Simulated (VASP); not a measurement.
# KBr (Pm-3m) in VASP: settings compared

Aim: see how the results for KBr move with the level of theory and the settings. Levels: r2SCAN, PBE, PBEsol, LDA. Tasks: single point, relaxation of cell and atoms.

Program: VASP 6.6.1. These are calculated values, not measurements. Logs are shortened: lines on timing, memory, paths and dates and some standing lists are left out, and cuts for length are marked.

### Step 1. The cell of the first run

The structure is cubic, space group Pm-3m (No. 221). The conventional cell has a = 3.976 Å, b = 3.976 Å, c = 3.976 Å, α = 90.00°, β = 90.00°, γ = 90.00°. K (site symmetry m-3m) has 8 Br at 3.44 Å and 6 K at 3.98 Å within 4.5 Å. Br (site symmetry m-3m) has 8 K at 3.44 Å and 6 Br at 3.98 Å within 4.5 Å.

### Step 2. Single point, r2SCAN

POSCAR

```
KBr
1.0
    3.9758688753      0.0000000000      0.0000000000
    0.0000000000      3.9758688753      0.0000000000
    0.0000000000      0.0000000000      3.9758688753
K Br
1 1
Direct
    0.0000000000      0.0000000000      0.0000000000
    0.5000000000      0.5000000000      0.5000000000
```

INCAR.step1

```
SYSTEM = KBr
ALGO     = Normal         ! electronic algorithm
EDIFF    = 1E-4           ! SCF threshold, eV
ENCUT    = 520            ! plane-wave cutoff, eV
GGA      = PE             ! functional
ISMEAR   = 0              ! smearing method
LASPH    = .TRUE.         ! aspherical terms in the spheres
LCHARG   = .FALSE.        ! write CHGCAR
LREAL    = .FALSE.        ! projectors in reciprocal space
LWAVE    = .TRUE.         ! write WAVECAR
NBANDS   = 15             ! bands
NELM     = 60             ! most SCF steps
PREC     = Accurate       ! precision mode
SIGMA    = 0.01           ! smearing width, eV
```

INCAR.step2

```
SYSTEM = KBr
ALGO     = Normal         ! electronic algorithm
EDIFF    = 1E-7           ! SCF threshold, eV
ENCUT    = 520            ! plane-wave cutoff, eV
ISIF     = 2              ! what is computed and relaxed
ISMEAR   = 0              ! smearing method
ISTART   = 1            
LASPH    = .TRUE.         ! aspherical terms in the spheres
LCHARG   = .FALSE.        ! write CHGCAR
LMIXTAU  = .TRUE.       
LREAL    = .FALSE.        ! projectors in reciprocal space
LWAVE    = .FALSE.        ! write WAVECAR
METAGGA  = R2SCAN         ! meta-GGA
NBANDS   = 15             ! bands
NELM     = 60             ! most SCF steps
PREC     = Accurate       ! precision mode
SIGMA    = 0.01           ! smearing width, eV
```

KPOINTS

```
k-points
0
G
  6 6 6
  0 0 0
```

Potentials or basis: VASP PAW PBE potentials, release 64 (K_sv, Br).

On the command line:

```sh
cat potpaw_PBE.64/K_sv/POTCAR potpaw_PBE.64/Br/POTCAR > POTCAR
cp INCAR.step1 INCAR
mpirun -np 1 vasp_std > vasp.out
cp INCAR.step2 INCAR
mpirun -np 1 vasp_std > vasp.out
```

OUTCAR:

```text
SYSTEM = KBr
   EDIFF = 1E-7
   ENCUT = 520
   ISIF = 2
   ISMEAR = 0
   ISTART = 1
   LASPH = .TRUE.
   LREAL = .FALSE.
   METAGGA = R2SCAN
   NELM = 60
   PREC = Accurate

 ion  position               nearest neighbor table
   1  0.000  0.000  0.000-
   2  0.500  0.500  0.500-

  LATTYP: Found a simple cubic cell.
 ALAT       =     3.9758688753

  Lattice vectors:

 A1 = (   3.9758688753,   0.0000000000,   0.0000000000)
 A2 = (   0.0000000000,   3.9758688753,   0.0000000000)
 A3 = (   0.0000000000,   0.0000000000,   3.9758688753)

Analysis of symmetry for initial positions (statically):
=====================================================================
 Subroutine PRICEL returns:
 Original cell was already a primitive cell.

 Routine SETGRP: Setting up the symmetry group for a
 simple cubic supercell.

 Subroutine GETGRP returns: Found 48 space group operations
 (whereof 48 operations were pure point group operations)
 out of a pool of 48 trial point group operations.

The static configuration has the point symmetry O_h .

Analysis of symmetry for dynamics (positions and initial velocities):
=====================================================================
 Subroutine PRICEL returns:
 Original cell was already a primitive cell.

 Routine SETGRP: Setting up the symmetry group for a
 simple cubic supercell.

 Subroutine GETGRP returns: Found 48 space group operations
 (whereof 48 operations were pure point group operations)
 out of a pool of 48 trial point group operations.

The dynamic configuration has the point symmetry O_h .

 Subroutine INISYM returns: Found 48 space group operations
 (whereof 48 operations are pure point group operations),
 and found     1 'primitive' translations

----------------------------------------------------------------------------------------

                                     Primitive cell

  volume of cell :      62.8487

  direct lattice vectors                    reciprocal lattice vectors
     3.975868875  0.000000000  0.000000000     0.251517349  0.000000000  0.000000000
     0.000000000  3.975868875  0.000000000     0.000000000  0.251517349  0.000000000
     0.000000000  0.000000000  3.975868875     0.000000000  0.000000000  0.251517349

  length of vectors
     3.975868875  3.975868875  3.975868875     0.251517349  0.251517349  0.251517349

  position of ions in fractional coordinates (direct lattice)
     0.000000000  0.000000000  0.000000000
     0.500000000  0.500000000  0.500000000

  ion indices of the primitive-cell ions
   primitive index   ion index
                 1           1
                 2           2

----------------------------------------------------------------------------------------

 KPOINTS: k-points

Automatic generation of k-mesh.
 Grid dimensions read from file:
 generate k-points for:    6    6    6

 Generating k-lattice:

  Cartesian coordinates                     Fractional coordinates (reciprocal lattice)
     0.041919558  0.000000000  0.000000000     0.166666667  0.000000000  0.000000000
     0.000000000  0.041919558  0.000000000     0.000000000  0.166666667  0.000000000
     0.000000000  0.000000000  0.041919558     0.000000000  0.000000000  0.166666667

  Length of vectors
     0.041919558  0.041919558  0.041919558

  Shift w.r.t. Gamma in fractional coordinates (k-lattice)
     0.000000000  0.000000000  0.000000000

 Subroutine IBZKPT returns following result:
 ===========================================

 Found     20 irreducible k-points:

 Following reciprocal coordinates:
            Coordinates               Weight
  0.000000  0.000000  0.000000      1.000000
  0.166667  0.000000  0.000000      6.000000
  0.333333  0.000000  0.000000      6.000000
  0.500000  0.000000  0.000000      3.000000
  0.166667  0.166667  0.000000     12.000000
  0.333333  0.166667  0.000000     24.000000
[... 12 lines left out ...]
  0.500000  0.500000  0.333333      6.000000
  0.500000  0.500000  0.500000      1.000000
   k-points           NKPTS =     20   k-points in BZ     NKDIM =     20   number of bands    NBANDS=     15
   number of dos      NEDOS =    301   number of ions     NIONS =      2
   total plane-waves  NPLWV =  27000
   dimension x,y,z NGX =    30 NGY =   30 NGZ =   30
   dimension x,y,z NGXF=    60 NGYF=   60 NGZF=   60
   ions per type =               1   1
   NGX,Y,Z   is equivalent  to a cutoff of  12.54, 12.54, 12.54 a.u.
   NGXF,Y,Z  is equivalent  to a cutoff of  25.09, 25.09, 25.09 a.u.
 SYSTEM =  KBr
   PREC   = accura    normal or accurate (medium, high low for compatibility)
   ISTART =      1    job   : 0-new  1-cont  2-samecut
   ICHARG =      0    charge: 1-file 2-atom 10-const
   ISPIN  =      1    spin polarized calculation?
   LNONCOLLINEAR =      F non collinear calculations
   LSORBIT =      F    spin-orbit coupling
   LASPH  =      T    aspherical Exc in radial PAW
   ENCUT  =  520.0 eV  38.22 Ry    6.18 a.u.   7.39  7.39  7.39*2*pi/ulx,y,z
   NELM   =     60;   NELMIN=  2; NELMDL=  0     # of ELM steps
   EDIFF  = 0.1E-06   stopping-criterion for ELM
   LREAL  =      F    real-space projection
   EDIFFG = 0.1E-05   stopping-criterion for IOM
   NSW    =      0    number of steps for IOM
   IBRION =     -1    ionic relax: 0-MD 1-quasi-New 2-CG
   NFREE  =      0    steps in history (QN), initial steepest desc. (CG)
   ISIF   =      2    stress and relaxation
   ISYM   =      2    0-nonsym 1-usesym 2-fastsym
   POTIM  = 0.5000    time-step for ionic-motion
   TEBEG  =    0.0;   TEEND  =   0.0 temperature during run
   PSTRESS=    0.0 pullay stress
   NELECT =      16.0000    total number of electrons
   NUPDOWN=      -1.0000    fix difference up-down
   EMIN   =  10.00;   EMAX   =-10.00  energy-range for DOS
   EFERMI =   0.00;   METHOD = LEGACY
   ISMEAR =     0;   SIGMA  =   0.01  broadening in eV -4-tet -1-fermi 0-gaus
   EFERMI_NEDOS =   21; number of points for ismear=-14 and -15
   IALGO  =     38    algorithm
   IMIX   =      4    mixing-type and parameters
     AMIX     =   0.40;   BMIX     =  1.00
     AMIX_MAG =   1.60;   BMIX_MAG =  1.00
  volume/ion in A,a.u.               =      31.42       212.06
  Fermi-wavevector in a.u.,A,eV,Ry     =   1.037567  1.960717 14.647285  1.076545
  Thomas-Fermi vector in A             =   2.172011
   LORBIT       =      0    0 simple, 1 ext, 2 COOP (PROOUT), +10 PAW based schemes
   METAGGA = R2SCAN    functional components
   LHFCALC =     F    Hartree Fock is set to
   AEXX    =    0.0000 exact exchange contribution
   IVDW    =     0    specifies the selected vdW correction
   LEPSILON=     F    determine dielectric tensor
   LRPA    =     F    only Hartree local field effects (RPA)
 non-spin polarized calculation
 Gauss-broadening in eV      SIGMA  =   0.01
  energy-cutoff  :      520.00
  volume of cell :       62.85
 maximum number of plane-waves:      1743
 NGX is ok and might be reduce to    30
   NGX = 15   NGY = 15   NGZ = 15

 number of electron      15.9999996 magnetization

 Free energy of the ion-electron system (eV)
  ---------------------------------------------------
  ext. energy  EPLUGINS =         0.00000000
  ---------------------------------------------------
  free energy    TOTEN  =       -23.14366865 eV

  energy without entropy =      -23.14366865  energy(sigma->0) =      -23.14366865

 E-fermi :  -0.7338     XC(G=0):  -8.4225

 val. band max:       -0.8894234757   @ k =   0.5000   0.5000   0.0000
 cond. band min:       3.8827243650   @ k =   0.0000   0.0000   0.0000
 fundamental gap:      4.7721478407
 Fermi energy:        -0.7337815376

 k-point     1 :       0.0000    0.0000    0.0000
  band No.  band energies     occupation
      1     -30.6351      2.00000
      2     -14.2178      2.00000
      3     -13.2867      2.00000
      4     -13.2867      2.00000
      5     -13.2867      2.00000
      6      -1.1693      2.00000
      7      -1.1693      2.00000
      8      -1.1693      2.00000
      9       3.8827      0.00000
     10       5.4603      0.00000
     11       5.4603      0.00000
     12       9.6659      0.00000
     13       9.6659      0.00000
     14       9.6659      0.00000
     15      12.3729      0.00000

 k-point     2 :       0.1667    0.0000    0.0000
  band No.  band energies     occupation
      1     -30.6321      2.00000
      2     -14.2611      2.00000
      3     -13.2810      2.00000
      4     -13.2810      2.00000
      5     -13.2345      2.00000
      6      -1.7400      2.00000
      7      -1.1631      2.00000
      8      -1.1631      2.00000
      9       4.5162      0.00000
     10       5.6863      0.00000
     11       6.0910      0.00000
     12       9.5852      0.00000
     13       9.5852      0.00000
     14       9.7937      0.00000
     15      11.3532      0.00000

 k-point     3 :       0.3333    0.0000    0.0000
  band No.  band energies     occupation
      1     -30.6260      2.00000
      2     -14.3444      2.00000
      3     -13.2694      2.00000
      4     -13.2694      2.00000
      5     -13.1291      2.00000
      6      -2.6163      2.00000
      7      -1.1513      2.00000
      8      -1.1513      2.00000
      9       5.7111      0.00000
     10       6.3158      0.00000
     11       7.3506      0.00000
     12       9.5776      0.00000
     13       9.5776      0.00000
     14       9.6754      0.00000
     15      10.0905      0.00000
[... 271 lines left out ...]
 k-point    19 :       0.5000    0.5000    0.3333
  band No.  band energies     occupation
      1     -30.6035      2.00000
      2     -13.8126      2.00000
      3     -13.4199      2.00000
      4     -13.4199      2.00000
      5     -13.3698      2.00000
      6      -2.4353      2.00000
      7      -2.4353      2.00000
      8      -2.1231      2.00000
      9       6.4702      0.00000
     10       7.3825      0.00000
     11       7.3825      0.00000
     12       8.7948      0.00000
     13       9.7707      0.00000
     14       9.7707      0.00000
     15      11.1958      0.00000

 k-point    20 :       0.5000    0.5000    0.5000
  band No.  band energies     occupation
      1     -30.6008      2.00000
      2     -13.7737      2.00000
      3     -13.4099      2.00000
      4     -13.4099      2.00000
      5     -13.4099      2.00000
      6      -2.4504      2.00000
      7      -2.4504      2.00000
      8      -2.4504      2.00000
      9       7.2572      0.00000
     10       7.2572      0.00000
     11       7.2572      0.00000
     12       9.5262      0.00000
     13       9.5262      0.00000
     14       9.5262      0.00000
     15      11.2213      0.00000

------------------------ aborting loop because EDIFF is reached ----------------------------------------

  FORCE on cell =-STRESS in cart. coord.  units (eV):
  Direction    XX          YY          ZZ          XY          YZ          ZX
  --------------------------------------------------------------------------------------
  -------------------------------------------------------------------------------------
  Total       -0.0028417     -0.0028417     -0.0028417      0.0000000      0.0000000      0.0000000
  in kB       -0.0724421     -0.0724421     -0.0724421      0.0000000      0.0000000      0.0000000
  external PRESSURE =      -0.0724421 kB  Pullay stress =       0.0000000 kB

 VOLUME and BASIS-vectors are now :
 -----------------------------------------------------------------------------
  energy-cutoff  :      520.00
  volume of cell :       62.85
      direct lattice vectors                 reciprocal lattice vectors
     3.975868875  0.000000000  0.000000000     0.251517349  0.000000000  0.000000000
     0.000000000  3.975868875  0.000000000     0.000000000  0.251517349  0.000000000
     0.000000000  0.000000000  3.975868875     0.000000000  0.000000000  0.251517349

 POSITION                                       TOTAL-FORCE (eV/Angst)
 -----------------------------------------------------------------------------------
      0.00000      0.00000      0.00000         0.000000      0.000000      0.000000
      1.98793      1.98793      1.98793         0.000000      0.000000      0.000000
 -----------------------------------------------------------------------------------
    total drift:                                0.000000      0.000000     -0.000000

  FREE ENERGIE OF THE ION-ELECTRON SYSTEM (eV)
  ---------------------------------------------------
  free  energy   TOTEN  =       -23.1436686521 eV

  energy  without entropy=      -23.1436686521  energy(sigma->0) =      -23.14366865
```

Wall time 58 s (1 thread of Intel Xeon Platinum 8488C (Sapphire Rapids), shared host); peak memory 0.17 GiB.

Results:

| Quantity | Value |
| --- | --- |
| Free energy | -23.1437 eV |
| Pressure | 0.0 GPa |
| Band gap on the k mesh | 4.77 eV, indirect (least direct gap 5.05 eV) |

Caveat: the PAW data sets were made with another functional, which shifts forces and pressure a little.

(Part 1 of 3 ends here.)
